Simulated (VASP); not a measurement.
# ZrC (Fm-3m) in VASP: a series of runs

ZrC is run at these levels: PBE; tasks: single point.

Program: VASP 6.6.1. These are calculated values, not measurements. Logs are shortened: lines on timing, memory, paths and dates and some standing lists are left out, and cuts for length are marked.

### Step 1. The cell of the first run

Symmetry: Fm-3m, No. 225, cubic system. Conventional cell: a = 4.666 Å, b = 4.666 Å, c = 4.666 Å, α = 90.00°, β = 90.00°, γ = 90.00°. Zr (site symmetry m-3m) has 6 C at 2.33 Å within 3.1 Å. C (site symmetry m-3m) has 6 Zr at 2.33 Å within 3.1 Å.

### Step 2. Single point, PBE (volume scaled by 0.96)

Contents of INCAR:

```
SYSTEM = ZrC
PREC = Accurate ; ENCUT = 520
EDIFF = 1E-6 ; ISMEAR = -1
SIGMA = 0.05 ; LREAL = .False.
LASPH = .True. ; NELM = 80
ALGO = Normal ; ISIF = 2
LWAVE = .False. ; LCHARG = .False.
GGA = PE ; NBANDS = 15
```

Contents of KPOINTS:

```
Automatic mesh
0
Gamma
  10 10 10
  0 0 0
```

Contents of POSCAR:

```
ZrC
1.0
    0.0000000000      2.3330366223      2.3330366223
    2.3330366223      0.0000000000      2.3330366223
    2.3330366223      2.3330366223      0.0000000000
Zr C
1 1
Direct
    0.5000000000      0.5000000000      0.5000000000
    0.0000000000      0.0000000000      0.0000000000
```

Potentials or basis: VASP PAW PBE potentials, release 64 (Zr_sv, C).

On the command line:

```console
> cat potpaw_PBE.64/Zr_sv/POTCAR potpaw_PBE.64/C/POTCAR > POTCAR
> mpirun -np 1 vasp_std > vasp.out
```

OUTCAR:

```text
SYSTEM = ZrC
   PREC = Accurate
   ENCUT = 520
   EDIFF = 1E-6
   ISMEAR = -1
   LREAL = .False.
   LASPH = .True.
   NELM = 80
   ISIF = 2
   GGA = PE

 ion  position               nearest neighbor table
   1  0.500  0.500  0.500-   2 2.33   2 2.33   2 2.33   2 2.33   2 2.33   2 2.33
   2  0.000  0.000  0.000-   1 2.33   1 2.33   1 2.33   1 2.33   1 2.33   1 2.33

  LATTYP: Found a face centered cubic cell.
 ALAT       =     4.6660732446

  Lattice vectors:

 A1 = (   0.0000000000,   2.3330366223,   2.3330366223)
 A2 = (   2.3330366223,   0.0000000000,   2.3330366223)
 A3 = (   2.3330366223,   2.3330366223,   0.0000000000)

Analysis of symmetry for initial positions (statically):
=====================================================================
 Subroutine PRICEL returns:
 Original cell was already a primitive cell.

 Routine SETGRP: Setting up the symmetry group for a
 face centered cubic supercell.

 Subroutine GETGRP returns: Found 48 space group operations
 (whereof 48 operations were pure point group operations)
 out of a pool of 48 trial point group operations.

The static configuration has the point symmetry O_h .

Analysis of symmetry for dynamics (positions and initial velocities):
=====================================================================
 Subroutine PRICEL returns:
 Original cell was already a primitive cell.

 Routine SETGRP: Setting up the symmetry group for a
 face centered cubic supercell.

 Subroutine GETGRP returns: Found 48 space group operations
 (whereof 48 operations were pure point group operations)
 out of a pool of 48 trial point group operations.

The dynamic configuration has the point symmetry O_h .

 Subroutine INISYM returns: Found 48 space group operations
 (whereof 48 operations are pure point group operations),
 and found     1 'primitive' translations

----------------------------------------------------------------------------------------

                                     Primitive cell

  volume of cell :      25.3977

  direct lattice vectors                    reciprocal lattice vectors
     0.000000000  2.333036622  2.333036622    -0.214312967  0.214312967  0.214312967
     2.333036622  0.000000000  2.333036622     0.214312967 -0.214312967  0.214312967
     2.333036622  2.333036622  0.000000000     0.214312967  0.214312967 -0.214312967

  length of vectors
     3.299412033  3.299412033  3.299412033     0.371200947  0.371200947  0.371200947

  position of ions in fractional coordinates (direct lattice)
     0.500000000  0.500000000  0.500000000
     0.000000000  0.000000000  0.000000000
[... 83 lines left out ...]
   ISIF   =      2    stress and relaxation
   ISYM   =      2    0-nonsym 1-usesym 2-fastsym
   POTIM  = 0.5000    time-step for ionic-motion
   TEBEG  =    0.0;   TEEND  =   0.0 temperature during run
   PSTRESS=    0.0 pullay stress
   NELECT =      16.0000    total number of electrons
   NUPDOWN=      -1.0000    fix difference up-down
   EMIN   =  10.00;   EMAX   =-10.00  energy-range for DOS
   EFERMI =   0.00;   METHOD = LEGACY
   ISMEAR =    -1;   SIGMA  =   0.05  broadening in eV -4-tet -1-fermi 0-gaus
   EFERMI_NEDOS =   21; number of points for ismear=-14 and -15
   IALGO  =     38    algorithm
   IMIX   =      4    mixing-type and parameters
     AMIX     =   0.40;   BMIX     =  1.00
     AMIX_MAG =   1.60;   BMIX_MAG =  1.00
  volume/ion in A,a.u.               =      12.70        85.70
  Fermi-wavevector in a.u.,A,eV,Ry     =   1.403406  2.652052 26.797326  1.969548
  Thomas-Fermi vector in A             =   2.526071
   LORBIT       =      0    0 simple, 1 ext, 2 COOP (PROOUT), +10 PAW based schemes
   GGA     = PE    functional components
   LHFCALC =     F    Hartree Fock is set to
   AEXX    =    0.0000 exact exchange contribution
   IVDW    =     0    specifies the selected vdW correction
   LEPSILON=     F    determine dielectric tensor
   LRPA    =     F    only Hartree local field effects (RPA)
 non-spin polarized calculation
  energy-cutoff  :      520.00
  volume of cell :       25.40
 maximum number of plane-waves:       701
 NGX is ok and might be reduce to    28
   NGX = 13   NGY = 13   NGZ = 13

 number of electron      16.0000000 magnetization

 Free energy of the ion-electron system (eV)
  ---------------------------------------------------
  ext. energy  EPLUGINS =         0.00000000
  ---------------------------------------------------
  free energy    TOTEN  =       -19.44559010 eV

  energy without entropy =      -19.44317451  energy(sigma->0) =      -19.44438230

 E-fermi :   9.8793     XC(G=0): -12.2424

 val. band max:        9.7966268350   @ k =   0.4000   0.4000   0.0000
 cond. band min:       9.9503911335   @ k =   0.5000   0.5000   0.0000
 fundamental gap:      0.1537642985
 Fermi energy:         9.8793239567

 k-point     1 :       0.0000    0.0000    0.0000
  band No.  band energies     occupation
      1     -38.1513      2.00000
      2     -15.8467      2.00000
      3     -15.8467      2.00000
      4     -15.8467      2.00000
      5      -1.5154      2.00000
      6      10.8083      0.00000
      7      10.8083      0.00000
      8      10.8083      0.00000
      9      10.9702      0.00000
     10      10.9702      0.00000
     11      10.9702      0.00000
     12      12.7450      0.00000
     13      12.7450      0.00000
     14      17.4306      0.00000
[... 401 lines left out ...]
      2     -16.5070      2.00000
      3     -16.1081      2.00000
      4     -16.0796      2.00000
      5      -0.0077      2.00000
      6       6.6657      2.00000
      7       8.1243      2.00000
      8       9.2349      1.99999
      9      10.0683      0.04465
     10      14.5385      0.00000
     11      15.5223      0.00000
     12      15.6371      0.00000
     13      17.8984      0.00000
     14      21.7875      0.00000
     15      23.1659      0.00000

 [... further k-points ...]
[... 5 lines left out ...]
  --------------------------------------------------------------------------------------
  -------------------------------------------------------------------------------------
  Total        1.0576275      1.0576275      1.0576275      0.0000000      0.0000000     -0.0000000
  in kB       66.7188631     66.7188631     66.7188631      0.0000000      0.0000000     -0.0000000
  external PRESSURE =      66.7188631 kB  Pullay stress =       0.0000000 kB

 VOLUME and BASIS-vectors are now :
 -----------------------------------------------------------------------------
  energy-cutoff  :      520.00
  volume of cell :       25.40
      direct lattice vectors                 reciprocal lattice vectors
     0.000000000  2.333036622  2.333036622    -0.214312967  0.214312967  0.214312967
     2.333036622  0.000000000  2.333036622     0.214312967 -0.214312967  0.214312967
     2.333036622  2.333036622  0.000000000     0.214312967  0.214312967 -0.214312967

 POSITION                                       TOTAL-FORCE (eV/Angst)
 -----------------------------------------------------------------------------------
      2.33304      2.33304      2.33304         0.000000      0.000000      0.000000
      0.00000      0.00000      0.00000        -0.000000     -0.000000     -0.000000
 -----------------------------------------------------------------------------------
    total drift:                                0.000000      0.000000      0.000000

  FREE ENERGIE OF THE ION-ELECTRON SYSTEM (eV)
  ---------------------------------------------------
  free  energy   TOTEN  =       -19.4455900989 eV

  energy  without entropy=      -19.4431745081  energy(sigma->0) =      -19.44438230
```

OSZICAR:

```text
N       E                     dE             d eps       ncg     rms          rms(c)
DAV:   1     0.101071777997E+03    0.10107E+03   -0.85546E+03  1410   0.108E+03
DAV:   2    -0.166762125868E+02   -0.11775E+03   -0.10968E+03  1781   0.286E+02
DAV:   3    -0.227139641638E+02   -0.60378E+01   -0.59997E+01  2276   0.556E+01
DAV:   4    -0.228842840690E+02   -0.17032E+00   -0.17017E+00  1758   0.600E+00
DAV:   5    -0.228860114630E+02   -0.17274E-02   -0.17274E-02  1792   0.572E-01    0.213E+01
DAV:   6    -0.195429659713E+02    0.33430E+01   -0.62954E+00  1622   0.227E+01    0.744E+00
DAV:   7    -0.194583366127E+02    0.84629E-01   -0.62378E-01  1651   0.585E+00    0.650E+00
DAV:   8    -0.194841944558E+02   -0.25858E-01   -0.32191E-01  1683   0.439E+00    0.535E+00
DAV:   9    -0.194467469036E+02    0.37448E-01   -0.62362E-02  1522   0.179E+00    0.970E-01
DAV:  10    -0.194456213010E+02    0.11256E-02   -0.68475E-03  1830   0.673E-01    0.195E-01
DAV:  11    -0.194455979614E+02    0.23340E-04   -0.26082E-04  1564   0.155E-01    0.540E-02
DAV:  12    -0.194455919486E+02    0.60129E-05   -0.44057E-06  1706   0.185E-02    0.147E-02
DAV:  13    -0.194455901834E+02    0.17651E-05   -0.22203E-06  1725   0.992E-03    0.239E-03
DAV:  14    -0.194455900989E+02    0.84525E-07   -0.83826E-08   894   0.210E-03
   1 F= -.19445590E+02 E0= -.19444382E+02  d E =-.241559E-02
```

stdout:

```text
POSCAR found type information on POSCAR ZrC
 POSCAR found :  2 types and       2 ions
 scaLAPACK will be used
 LDA part: xc-table for (Slater+PW92), standard interpolation
 POSCAR, INCAR and KPOINTS ok, starting setup
 FFT: planning ... GRIDC
 FFT: planning ... GRID_SOFT
 FFT: planning ... GRID
 WAVECAR not read
 entering main loop
```

Run time: 43 s. Hardware: 1 thread of Intel Xeon 8259CL, shared host; peak memory 0.16 GiB.

What came out:

* Free energy: -19.4456 eV
* Pressure: 6.7 GPa
* Band gap on the k mesh: zero (band 8 reaches 10.81 eV, above the bottom of band 9 at 9.55 eV)

Caveat: the cell differs from its parent crystal (volume scaled by 0.96).

### Step 3. Single point, PBE (volume scaled by 1.04)

Contents of INCAR:

```
SYSTEM = ZrC
PREC = Accurate
ENCUT = 520
EDIFF = 1E-7
ISMEAR = -1
SIGMA = 0.05
LREAL = .False.
LASPH = .True.
NELM = 100
ALGO = Normal
ISIF = 2
LWAVE = .False.
LCHARG = .True.
GGA = PE
LELF = .True.
LVHAR = .True.
NBANDS = 15
```

KPOINTS is that of step 2.

Contents of POSCAR:

```
ZrC
1.0
    0.0000000000      2.3961219900      2.3961219900
    2.3961219900      0.0000000000      2.3961219900
    2.3961219900      2.3961219900      0.0000000000
Zr C
1 1
Direct
    0.5000000000      0.5000000000      0.5000000000
    0.0000000000      0.0000000000      0.0000000000
```

Potentials or basis: VASP PAW PBE potentials, release 64 (Zr_sv, C).

On the command line:

```console
> cat potpaw_PBE.64/Zr_sv/POTCAR potpaw_PBE.64/C/POTCAR > POTCAR
> mpirun -np 1 vasp_std > vasp.out
```

OUTCAR:

```text
SYSTEM = ZrC
   PREC = Accurate
   ENCUT = 520
   EDIFF = 1E-7
   ISMEAR = -1
   LREAL = .False.
   LASPH = .True.
   NELM = 100
   ISIF = 2
   GGA = PE

 ion  position               nearest neighbor table
   1  0.500  0.500  0.500-   2 2.40   2 2.40   2 2.40   2 2.40   2 2.40   2 2.40
   2  0.000  0.000  0.000-   1 2.40   1 2.40   1 2.40   1 2.40   1 2.40   1 2.40

  LATTYP: Found a face centered cubic cell.
 ALAT       =     4.7922439800

  Lattice vectors:

 A1 = (   0.0000000000,   2.3961219900,   2.3961219900)
 A2 = (   2.3961219900,   0.0000000000,   2.3961219900)
 A3 = (   2.3961219900,   2.3961219900,   0.0000000000)

Analysis of symmetry for initial positions (statically):
=====================================================================
 Subroutine PRICEL returns:
 Original cell was already a primitive cell.

 Routine SETGRP: Setting up the symmetry group for a
 face centered cubic supercell.

 Subroutine GETGRP returns: Found 48 space group operations
 (whereof 48 operations were pure point group operations)
 out of a pool of 48 trial point group operations.

The static configuration has the point symmetry O_h .

Analysis of symmetry for dynamics (positions and initial velocities):
=====================================================================
 Subroutine PRICEL returns:
 Original cell was already a primitive cell.

 Routine SETGRP: Setting up the symmetry group for a
 face centered cubic supercell.

 Subroutine GETGRP returns: Found 48 space group operations
 (whereof 48 operations were pure point group operations)
 out of a pool of 48 trial point group operations.

The dynamic configuration has the point symmetry O_h .

 Subroutine INISYM returns: Found 48 space group operations
 (whereof 48 operations are pure point group operations),
 and found     1 'primitive' translations

----------------------------------------------------------------------------------------

                                     Primitive cell

[... 114 lines left out ...]
   LORBIT       =      0    0 simple, 1 ext, 2 COOP (PROOUT), +10 PAW based schemes
   GGA     = PE    functional components
   LHFCALC =     F    Hartree Fock is set to
   AEXX    =    0.0000 exact exchange contribution
   IVDW    =     0    specifies the selected vdW correction
   LEPSILON=     F    determine dielectric tensor
   LRPA    =     F    only Hartree local field effects (RPA)
 non-spin polarized calculation
  energy-cutoff  :      520.00
  volume of cell :       27.51
 maximum number of plane-waves:       754
 NGX is ok and might be reduce to    28
   NGX = 13   NGY = 13   NGZ = 13

 number of electron      16.0000000 magnetization

 Free energy of the ion-electron system (eV)
  ---------------------------------------------------
  ext. energy  EPLUGINS =         0.00000000
  ---------------------------------------------------
  free energy    TOTEN  =       -19.41516965 eV

  energy without entropy =      -19.41243670  energy(sigma->0) =      -19.41380317

 E-fermi :   8.9715     XC(G=0): -11.8492

 val. band max:        8.9653141023   @ k =   0.5000   0.5000   0.0000
 cond. band min:       9.0716318086   @ k =   0.1000   0.1000   0.0000
 fundamental gap:      0.1063177064
 Fermi energy:         8.9715128386

 k-point     1 :       0.0000    0.0000    0.0000
  band No.  band energies     occupation
      1     -39.3753      2.00000
      2     -17.1183      2.00000
      3     -17.1183      2.00000
      4     -17.1183      2.00000
      5      -2.1381      2.00000
      6       9.8788      0.00000
      7       9.8788      0.00000
      8       9.8788      0.00000
      9      10.0274      0.00000
     10      10.0274      0.00000
     11      10.0274      0.00000
     12      11.6025      0.00000
     13      11.6025      0.00000
     14      15.6190      0.00000
[... 401 lines left out ...]
      2     -17.6106      2.00000
      3     -17.3146      2.00000
      4     -17.2937      2.00000
      5      -0.6968      2.00000
      6       5.8445      2.00000
      7       7.3733      2.00000
      8       8.3394      1.99999
      9       9.1572      0.04765
     10      13.2003      0.00000
     11      14.0830      0.00000
     12      14.1986      0.00000
     13      16.1155      0.00000
     14      19.9447      0.00000
     15      21.2550      0.00000

 [... further k-points ...]
[... 5 lines left out ...]
  --------------------------------------------------------------------------------------
  -------------------------------------------------------------------------------------
  Total       -1.7707296     -1.7707296     -1.7707296     -0.0000000      0.0000000      0.0000000
  in kB     -103.1112542   -103.1112542   -103.1112542     -0.0000000      0.0000000      0.0000000
  external PRESSURE =    -103.1112542 kB  Pullay stress =       0.0000000 kB

 VOLUME and BASIS-vectors are now :
 -----------------------------------------------------------------------------
  energy-cutoff  :      520.00
  volume of cell :       27.51
      direct lattice vectors                 reciprocal lattice vectors
     0.000000000  2.396121990  2.396121990    -0.208670511  0.208670511  0.208670511
     2.396121990  0.000000000  2.396121990     0.208670511 -0.208670511  0.208670511
     2.396121990  2.396121990  0.000000000     0.208670511  0.208670511 -0.208670511

 POSITION                                       TOTAL-FORCE (eV/Angst)
 -----------------------------------------------------------------------------------
      2.39612      2.39612      2.39612        -0.000000     -0.000000     -0.000000
      0.00000      0.00000      0.00000         0.000000      0.000000      0.000000
 -----------------------------------------------------------------------------------
    total drift:                                0.000000      0.000000      0.000000

  FREE ENERGIE OF THE ION-ELECTRON SYSTEM (eV)
  ---------------------------------------------------
  free  energy   TOTEN  =       -19.4151696477 eV

  energy  without entropy=      -19.4124366979  energy(sigma->0) =      -19.41380317
```

OSZICAR:

```text
N       E                     dE             d eps       ncg     rms          rms(c)
DAV:   1     0.100584589900E+03    0.10058E+03   -0.86680E+03  1410   0.108E+03
DAV:   2    -0.165722694415E+02   -0.11716E+03   -0.10998E+03  1823   0.286E+02
DAV:   3    -0.228567293332E+02   -0.62845E+01   -0.62412E+01  2347   0.554E+01
DAV:   4    -0.229676135025E+02   -0.11088E+00   -0.11081E+00  1688   0.588E+00
DAV:   5    -0.229694417006E+02   -0.18282E-02   -0.18281E-02  1884   0.583E-01    0.183E+01
DAV:   6    -0.195825625388E+02    0.33869E+01   -0.67273E+00  1659   0.226E+01    0.621E+00
DAV:   7    -0.194365671493E+02    0.14600E+00   -0.65093E-01  1607   0.608E+00    0.540E+00
DAV:   8    -0.194634026088E+02   -0.26835E-01   -0.42158E-01  1655   0.502E+00    0.504E+00
DAV:   9    -0.194168782620E+02    0.46524E-01   -0.78673E-02  1529   0.205E+00    0.102E+00
DAV:  10    -0.194151944037E+02    0.16839E-02   -0.69494E-03  1802   0.686E-01    0.538E-02
DAV:  11    -0.194151774762E+02    0.16927E-04   -0.18710E-04  1704   0.120E-01    0.552E-02
DAV:  12    -0.194151720292E+02    0.54470E-05   -0.80515E-06  1776   0.238E-02    0.196E-02
DAV:  13    -0.194151697748E+02    0.22544E-05   -0.49468E-06  1662   0.131E-02    0.549E-03
DAV:  14    -0.194151696239E+02    0.15091E-06   -0.26533E-07  1613   0.320E-03    0.146E-03
DAV:  15    -0.194151696477E+02   -0.23812E-07   -0.14471E-08   929   0.986E-04
   1 F= -.19415170E+02 E0= -.19413803E+02  d E =-.273295E-02
```

stdout:

```text
POSCAR found type information on POSCAR ZrC
 POSCAR found :  2 types and       2 ions
 scaLAPACK will be used
 LDA part: xc-table for (Slater+PW92), standard interpolation
 POSCAR, INCAR and KPOINTS ok, starting setup
 FFT: planning ... GRIDC
 FFT: planning ... GRID_SOFT
 FFT: planning ... GRID
 WAVECAR not read
 entering main loop
```

It took 50 s on 1 thread of Intel Xeon 8259CL, shared host; peak memory 0.17 GiB.

Results:

```yaml
Free_energy: -19.4152 eV
Pressure: -10.3 GPa
Band_gap_on_the_k_mesh: zero (band 8 reaches 9.88 eV, above the bottom of band 9 at 8.63 eV)
```

Caveat: the cell differs from its parent crystal (volume scaled by 1.04).

### Step 4. Single point, PBE

This run uses another cell than the first one, of 13.23 Å³/atom, 1.042 times its volume.

Contents of INCAR:

```
SYSTEM = ZrC
PREC = Accurate
ENCUT = 520
EDIFF = 1E-6
ISMEAR = -1
SIGMA = 0.05
LREAL = .FALSE.
LASPH = .TRUE.
NELM = 60
ALGO = Normal
ISIF = 2
LWAVE = .FALSE.
LCHARG = .TRUE.
GGA = PE
LELF = .TRUE.
LVHAR = .TRUE.
NBANDS = 15
```

Contents of KPOINTS:

```
Automatic mesh
0
G
  10 10 10
  0 0 0
```

Contents of POSCAR:

```
ZrC
1.0
    0.0000000000      2.3650000000      2.3650000000
    2.3650000000      0.0000000000      2.3650000000
    2.3650000000      2.3650000000      0.0000000000
Zr C
1 1
Direct
    0.5000000000      0.5000000000      0.5000000000
    0.0000000000      0.0000000000      0.0000000000
```

On the command line:

```console
> cat potpaw_PBE.64/Zr_sv/POTCAR potpaw_PBE.64/C/POTCAR > POTCAR
> mpirun -np 1 vasp_std > vasp.out
```

Run time: 14 s. Hardware: 1 thread of Intel Xeon Platinum 8488C (Sapphire Rapids), shared host; peak memory 0.16 GiB.

Results (log left out):

```yaml
Free_energy: -19.4583 eV
Pressure: -2.7 GPa
Band_gap_on_the_k_mesh: zero (band 8 reaches 10.33 eV, above the bottom of band 9 at 9.07 eV)
```

Levels at points of the mesh, in eV from the Fermi level:
```
           k point  band 6  band 7  band 8  band 9  band 10  band 11
(0.00, 0.00, 0.00)    0.92    0.92    0.92    1.08     1.08     1.08
(0.50, 0.00, 0.00)   -5.23   -2.88   -2.88    4.39     4.39     5.20
(0.50, 0.50, 0.00)   -2.10   -1.71    0.03    0.03     4.34     5.52
```

### Step 5. Overview

```csv
cell,gap on the mesh (eV),pressure (GPa)
"a = 3.299 Å, angles 60.0°, 2 atoms",none,6.7
"a = 3.389 Å, angles 60.0°, 2 atoms",none,-10.3
"a = 3.345 Å, angles 60.0°, 2 atoms",none,-2.7
```

Alike in all rows: task single point; level PBE; potentials or basis VASP PAW PBE potentials, release 64 (Zr_sv, C); no spin polarisation; k mesh 10 × 10 × 10; cutoff (eV) 520; smearing fermi-dirac 0.05 eV.

Total energies depend on the potentials used, so only differences within one code and one set of settings carry meaning.
